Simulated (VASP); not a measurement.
Here is a VASP 6.6.1 calculation.

The input INCAR:

```
SYSTEM = Sb
ALGO     = Normal         ! electronic algorithm
EDIFF    = 1E-7           ! SCF threshold, eV
EDIFFG   = -0.04          ! ionic threshold
ENCUT    = 600            ! plane-wave cutoff, eV
GGA      = PE             ! functional
IBRION   = 2              ! ionic algorithm
ISIF     = 3              ! what is computed and relaxed
ISMEAR   = 0              ! smearing method
LASPH    = .TRUE.         ! aspherical terms in the spheres
LCHARG   = .FALSE.        ! write CHGCAR
LREAL    = .FALSE.        ! projectors in reciprocal space
LWAVE    = .FALSE.        ! write WAVECAR
NELM     = 60             ! most SCF steps
NSW      = 90             ! ionic steps
PREC     = Accurate       ! precision mode
SIGMA    = 0.1            ! smearing width, eV
```

The input KPOINTS:

```
k-points
0
G
  3 3 4
  0 0 0
```

POSCAR

```
Sb
1.0
    7.0877412900      0.0000000000      0.0000000000
   -3.5438706400      6.1381640100      0.0000000000
    0.0000000000      0.0000000000      4.4975259300
Sb
6
Direct
    0.3127746600      0.0000000000      0.5000000000
    0.0000000000      0.3127746600      0.8333333300
    0.6872253400      0.6872253400      0.1666666700
    0.6872253400      0.0000000000      0.5000000000
    0.0000000000      0.6872253400      0.8333333300
    0.3127746600      0.3127746600      0.1666666700
```

Potentials or basis: VASP PAW PBE potentials, release 64 (Sb).

Launch:

```console
$ cat potpaw_PBE.64/Sb/POTCAR > POTCAR
$ mpirun -np 1 vasp_std > vasp.out
```

Question: Estimate the relaxed volume.

Answer: 35.88 Å³/atom.

Question: Predict the space group after relaxing (to 0.05 Å).

Answer: P6_422 (No. 181).

Question: Estimate the band gap on the k mesh.

Answer: Zero (band 15 reaches 6.93 eV, above the bottom of band 16 at 4.23 eV).

The path:
```
step  energy change (eV)  largest force (eV/Å)  pressure (GPa)  volume (Å³)
   1              0.0000                0.0008           11.86       195.67
   2             -1.2532                0.2700           -3.06       271.98
   3             -1.5625                0.2500            0.00       242.97
   4             -1.5625                0.2507           -0.15       243.98
   5             -1.5842                0.2273           -0.16       243.63
   6             -1.6451                0.1244           -0.09       242.51
   7             -1.7288                0.2736            0.36       240.02
   8             -1.7393                0.2908            0.29       240.20
   9             -1.7641                0.3520            0.13       240.70
  10             -1.7952                0.5427           -0.13       241.44
  11             -1.8448                0.4556           -0.44       241.26
  12             -1.9846                0.2832           -1.23       240.39
  13             -2.5854                0.1254           -2.62       237.05
  14             -1.5890                0.1006           -0.08       223.47
  15             -2.7620                0.0551           -2.88       234.92
  16             -2.7848                0.0264           -2.87       234.02
  17             -2.8176                0.0017           -2.50       230.73
  18             -2.8195                0.0060           -2.38       229.84
  19             -2.8645                0.0064           -2.02       227.26
  20             -2.9503                0.0509           -0.76       219.63
  21             -2.8626                0.1910            2.56       204.82
  22             -2.9631                0.0788           -0.04       215.86
  23             -2.9631                0.0811            0.02       215.57
  24             -2.9637                0.0786            0.02       215.58
  25             -2.9651                0.0712            0.00       215.62
  26             -2.9675                0.0568           -0.02       215.71
  27             -2.9703                0.0295           -0.05       215.88
  28             -2.9706                0.0170           -0.07       215.96
  29             -2.9713                0.0016            0.06       215.29
```

Caveat: spin-orbit coupling is left out, which moves the levels of the heavy elements.
